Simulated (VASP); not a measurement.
Set up this calculation in VASP 6.6.1, as the native input.

```
Task                   : single point
Functional             : PBE
Potentials or basis    : VASP PAW PBE potentials, release 64 (Cd, Se)
Cutoff                 : 520 eV
k mesh                 : 6 × 6 × 6
Occupations            : gaussian, width 0.01 eV
Spin                   : no spin polarisation
Dipole correction      : no
Further INCAR settings : ALGO = Normal; EDIFF = 1e-07; NBANDS = 16
```

The structure of CdSe lies in POSCAR:

```
CdSe
1.0
    0.0000000000      2.8512571788      2.8512571788
    2.8512571788      0.0000000000      2.8512571788
    2.8512571788      2.8512571788      0.0000000000
Cd Se
1 1
Direct
    0.0000000000      0.0000000000      0.0000000000
    0.7500000000      0.7500000000      0.7500000000
```

One way to write it, as run:

INCAR

```
SYSTEM = CdSe
PREC = Accurate ; ENCUT = 520
EDIFF = 1E-7 ; ISMEAR = 0
SIGMA = 0.01 ; LREAL = .False.
LASPH = .True. ; NELM = 100
ALGO = Normal ; ISIF = 2
LWAVE = .False. ; LCHARG = .False.
GGA = PE ; NBANDS = 16
```

KPOINTS

```
regular mesh
0
Gamma
  6 6 6
  0 0 0
```

Potentials or basis: VASP PAW PBE potentials, release 64 (Cd, Se).

The run is started by

```bash
$ cat potpaw_PBE.64/Cd/POTCAR potpaw_PBE.64/Se/POTCAR > POTCAR
$ mpirun -np 1 vasp_std > vasp.out
```

Results of the run:

| Quantity | Value |
| --- | --- |
| Pressure | 20.7 GPa |
| Band gap on the k mesh | 1.00 eV, direct |

Run time: 14 s on 1 thread of AMD EPYC 7R13 Processor (Zen 3) (shared host), peak memory 0.14 GiB.
